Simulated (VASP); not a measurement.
Wanted: the native input for a VASP 6.6.1 run.

- Task: single point
- Functional: PBE
- Potentials or basis: VASP PAW PBE potentials, release 64 (Al, O, H)
- Cutoff: 520 eV
- k mesh: 5 × 5 × 1
- Occupations: gaussian, width 0.1 eV
- Spin: collinear spin, ferromagnetic start
- Starting moments: [0.0, 0.0, 0.0, 0.0, 0.0, 0.0, 0.0, 0.0, 0.0, 0.0, 0.0, 0.0, 1.0, 0.0] μB
- Dipole correction: yes
- Further INCAR settings: ALGO = Normal; EDIFF = 1e-06; NBANDS = 38

The structure of Al12HO lies in POSCAR:

```
Al12HO
1.0
    5.7143028096      0.0000000000      0.0000000000
    0.0000000000      5.7143028096      0.0000000000
    0.0000000000      0.0000000000     22.1750227687
Al O H
12 1 1
Direct
    0.2500000000      0.2500000000      0.1803831293
    0.2500000000      0.7500000000      0.1803831293
    0.7500000000      0.2500000000      0.1803831293
    0.7500000000      0.7500000000      0.1803831293
    0.0000000000      0.0000000000      0.2744094920
    0.0000000000      0.5000000000      0.2744094920
    0.5000000000      0.0000000000      0.2744094920
    0.5000000000      0.5000000000      0.2744094920
    0.2500000000      0.2500000000      0.3686590473
    0.2500000000      0.7500000000      0.3686590473
    0.7500000000      0.2500000000      0.3686590473
    0.7500000000      0.7500000000      0.3686590473
    0.5000000000      0.5000000000      0.3934617276
    0.6071648556      0.6071648556      0.4160096188
```

One way to write it, as run:

INCAR

```
SYSTEM = Al12HO
PREC     = Accurate       ! precision mode
ENCUT    = 520            ! plane-wave cutoff, eV
EDIFF    = 1E-6           ! SCF threshold, eV
ISMEAR   = 0              ! smearing method
SIGMA    = 0.1            ! smearing width, eV
LREAL    = .FALSE.        ! projectors in reciprocal space
LASPH    = .TRUE.         ! aspherical terms in the spheres
NELM     = 150            ! most SCF steps
ALGO     = Normal         ! electronic algorithm
ISIF     = 2              ! what is computed and relaxed
LWAVE    = .FALSE.        ! write WAVECAR
LCHARG   = .FALSE.        ! write CHGCAR
ISPIN    = 2              ! spin polarisation
MAGMOM   = 0 0 0 0 0 0 0 0 0 0 0 0 1 0 ! initial moments
LORBIT   = 11             ! projections on sites
LDIPOL   = .TRUE.       
IDIPOL   = 3            
DIPOL    = 0.5 0.5 0.293
GGA      = PE             ! functional
NBANDS   = 38             ! bands
```

KPOINTS

```
regular mesh
0
G
  5 5 1
  0 0 0
```

Potentials or basis: VASP PAW PBE potentials, release 64 (Al, O, H).

Command:

```console
$ cat potpaw_PBE.64/Al/POTCAR potpaw_PBE.64/O/POTCAR potpaw_PBE.64/H/POTCAR > POTCAR
$ mpirun -np 1 vasp_std > vasp.out
```

Results of the run:

```yaml
Largest_force: 4.972 eV/Å
Net_moment: 0.00 μB per cell
Valence_electrons_inside_the_program's_atomic_spheres: Al 0.76, 0.77, 0.75, 0.81 (each value once); O 5.14; H 0.76
```

Run time: 16 min on 1 thread of Intel(R) Xeon(R) 6975P-C (Granite Rapids), with other jobs on the host, peak memory 1 GiB.
